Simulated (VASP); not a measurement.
Wanted: the native input for a VASP 6.6.1 run.

- Task: single point
- Functional: HSE06
- Potentials or basis: VASP PAW PBE potentials, release 64 (Ti_sv, Al)
- Cutoff: 520 eV
- k mesh: 6 × 6 × 4
- Occupations: gaussian, width 0.1 eV
- Spin: no spin polarisation
- Dipole correction: no
- Grid for exact exchange (PRECFOCK): Normal
- Further INCAR settings: ALGO = Normal; EDIFF = 1e-06; NBANDS = 14
- Share of exact exchange: 0.25
- Screening parameter: 0.2079 1/Å

TiAl:

```xyz
2
Lattice="2.7940 0.0000 0.0000 0.0000 2.7940 0.0000 0.0000 0.0000 4.0404" Properties=species:S:1:pos:R:3 pbc="T T T"
Ti    1.3970    1.3970    2.0202
Al    0.0000    0.0000    0.0000
```

These files were run (other wordings do the same):

POSCAR

```
TiAl
1.0
    2.7940484199      0.0000000000      0.0000000000
    0.0000000000      2.7940484199      0.0000000000
    0.0000000000      0.0000000000      4.0403994150
Ti Al
1 1
Direct
    0.5000000000      0.5000000000      0.5000000000
    0.0000000000      0.0000000000      0.0000000000
```

INCAR.step1

```
ALGO     = Normal         # electronic algorithm
EDIFF    = 1E-5           # SCF threshold, eV
ENCUT    = 520            # plane-wave cutoff, eV
GGA      = PE             # functional
ISIF     = 2              # what is computed and relaxed
ISMEAR   = 0              # smearing method
LASPH    = True           # aspherical terms in the spheres
LCHARG   = False          # write CHGCAR
LREAL    = False          # projectors in reciprocal space
LWAVE    = True           # write WAVECAR
NBANDS   = 14             # bands
NELM     = 60             # most SCF steps
PREC     = Accurate       # precision mode
SIGMA    = 0.1            # smearing width, eV
```

INCAR.step2

```
ALGO     = Normal         # electronic algorithm
EDIFF    = 1E-6           # SCF threshold, eV
ENCUT    = 520            # plane-wave cutoff, eV
GGA      = PE             # functional
HFSCREEN = 0.2079         # screening, 1/A
ISIF     = 2              # what is computed and relaxed
ISMEAR   = 0              # smearing method
ISTART   = 1            
LASPH    = True           # aspherical terms in the spheres
LCHARG   = False          # write CHGCAR
LHFCALC  = True           # exact exchange
LREAL    = False          # projectors in reciprocal space
LWAVE    = False          # write WAVECAR
NBANDS   = 14             # bands
NELM     = 60             # most SCF steps
PREC     = Accurate       # precision mode
PRECFOCK = Normal       
SIGMA    = 0.1            # smearing width, eV
```

KPOINTS

```
k-points
0
Gamma
  6 6 4
```

Potentials or basis: VASP PAW PBE potentials, release 64 (Ti_sv, Al).

Command:

```sh
$ cat potpaw_PBE.64/Ti_sv/POTCAR potpaw_PBE.64/Al/POTCAR > POTCAR
$ cp INCAR.step1 INCAR
$ mpirun -np 1 vasp_std > vasp.out
$ cp INCAR.step2 INCAR
$ mpirun -np 1 vasp_std > vasp.out
```

It gave:

```
Pressure               : 1.9 GPa
Band gap on the k mesh : zero (an odd number of electrons rules out a gap without spin polarisation)
```

Caveat: the k points lie up to 0.39 Å⁻¹ apart, too coarse for converged energies and pressures of a metal; the PAW data sets were made with another functional, which shifts forces and pressure a little.

It took 17 min on 1 thread of Intel(R) Xeon(R) Platinum 8375C CPU @ 2.90GHz (Ice Lake), with other jobs on the host, peak memory 0.26 GiB.
